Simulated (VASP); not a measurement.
Wanted: the native input for a VASP 6.6.1 run.

| Property | Result |
| --- | --- |
| Task | single point |
| Functional | r2SCAN |
| Potentials or basis | VASP PAW PBE potentials, release 64 (Se, W_sv) |
| Cutoff | 440 eV |
| k mesh | 9 × 9 × 1 |
| Occupations | gaussian, width 0.02 eV |
| Spin | no spin polarisation |
| Dipole correction | yes |
| Further INCAR settings | ALGO = Normal; EDIFF = 1e-06; NBANDS = 20 |

Slab: WSe2, a slab with vacuum.

```
Se W
1.0
     3.28550    0.00000    0.00000
    -1.64275    2.84533    0.00000
     0.00000    0.00000   32.73758
Se W
2 1
Direct
  0.33333 0.66667 0.44854
  0.33333 0.66667 0.55146
  0.66667 0.33333 0.50000
```

The input as run:

POSCAR

```
WSe2
1.0
    3.2854988181      0.0000000000      0.0000000000
   -1.6427494091      2.8453254406      0.0000000000
    0.0000000000      0.0000000000     32.7375750684
Se W
2 1
Direct
    0.3333333333      0.6666666667      0.4485387266
    0.3333333333      0.6666666667      0.5514612734
    0.6666666667      0.3333333333      0.5000000000
```

INCAR.step1

```
ALGO     = Normal         # electronic algorithm
DIPOL    = 0.5 0.5 0.500
EDIFF    = 1E-5           # SCF threshold, eV
ENCUT    = 440            # plane-wave cutoff, eV
GGA      = PE             # functional
GGA_COMPAT= F            
IDIPOL   = 3            
ISMEAR   = 0              # smearing method
LASPH    = T              # aspherical terms in the spheres
LCHARG   = F              # write CHGCAR
LDIPOL   = T            
LREAL    = F              # projectors in reciprocal space
LWAVE    = T              # write WAVECAR
NBANDS   = 20             # bands
NELM     = 120            # most SCF steps
NELMDL   = -8           
PREC     = Accurate       # precision mode
SIGMA    = 0.02           # smearing width, eV
```

INCAR.step2

```
ALGO     = Normal         # electronic algorithm
DIPOL    = 0.5 0.5 0.500
EDIFF    = 1E-6           # SCF threshold, eV
ENCUT    = 440            # plane-wave cutoff, eV
GGA_COMPAT= F            
IDIPOL   = 3            
ISIF     = 2              # what is computed and relaxed
ISMEAR   = 0              # smearing method
ISTART   = 1            
LASPH    = T              # aspherical terms in the spheres
LCHARG   = T              # write CHGCAR
LDIPOL   = T            
LELF     = T              # ELF
LMIXTAU  = T            
LREAL    = F              # projectors in reciprocal space
LVACPOTAV= T            
LVHAR    = T            
LWAVE    = F              # write WAVECAR
METAGGA  = R2SCAN         # meta-GGA
NBANDS   = 20             # bands
NELM     = 120            # most SCF steps
PREC     = Accurate       # precision mode
SIGMA    = 0.02           # smearing width, eV
```

KPOINTS

```
k-points
0
Gamma
  9 9 1
```

Potentials or basis: VASP PAW PBE potentials, release 64 (Se, W_sv).

The run is started by

```console
$ cat potpaw_PBE.64/Se/POTCAR potpaw_PBE.64/W_sv/POTCAR > POTCAR
$ cp INCAR.step1 INCAR
$ mpirun -np 1 vasp_std > vasp.out
$ cp INCAR.step2 INCAR
$ mpirun -np 1 vasp_std > vasp.out
```

Results of the run:

```json
{"Largest force": "0.198 eV/Å", "Band gap on the k mesh": "1.79 eV, direct"}
```

Caveat: the PAW data sets were made with another functional, which shifts forces and pressure a little; spin-orbit coupling is left out, which moves the levels of the heavy elements.

Run time: 4.7 min on 1 thread of Intel(R) Xeon(R) Platinum 8259CL CPU @ 2.50GHz (Skylake/Cascade Lake) (shared host), peak memory 0.4 GiB.
